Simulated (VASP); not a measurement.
TaN, 2 atoms in the cell. The structure is cubic, space group Fm-3m (No. 225). Conventional cell: a = 4.423 Å, b = 4.423 Å, c = 4.423 Å, α = 90.00°, β = 90.00°, γ = 90.00°. Ta (site symmetry m-3m) has 6 N at 2.21 Å within 2.9 Å. Within 2.9 Å of N (site symmetry m-3m) lie 6 Ta at 2.21 Å. 

```yaml
Program: VASP 6.6.1
Task: single point
Functional: r2SCAN
Potentials_or_basis: VASP PAW PBE potentials, release 64 (Ta_sv_GW, N_h)
Cutoff: 1460 eV
k_mesh: 10 × 10 × 10
Occupations: fermi-dirac, width 0.05 eV
Spin: no spin polarisation
Hubbard_terms: Ta d U = 8.0 eV
Dipole_correction: no
Further_INCAR_settings: ALGO = Normal; EDIFF = 1e-06; NBANDS = 16
```

Potentials or basis: VASP PAW PBE potentials, release 64 (Ta_sv_GW, N_h).

Command:

```bash
$ cat potpaw_PBE.64/Ta_sv_GW/POTCAR potpaw_PBE.64/N_h/POTCAR > POTCAR
$ cp INCAR.step1 INCAR
$ mpirun -np 1 vasp_std > vasp.out
$ cp INCAR.step2 INCAR
$ mpirun -np 1 vasp_std > vasp.out
```

Hardware: 1 thread of AMD EPYC 7R43 64-Core Processor (Zen 3) (shared host).

**Question.** Estimate the wall time of this run.

**Answer.** Wall time 4.7 min on 1 thread of AMD EPYC 7R43 64-Core Processor (Zen 3), with other jobs on the host, peak memory 0.31 GiB. Counts: k points 47.
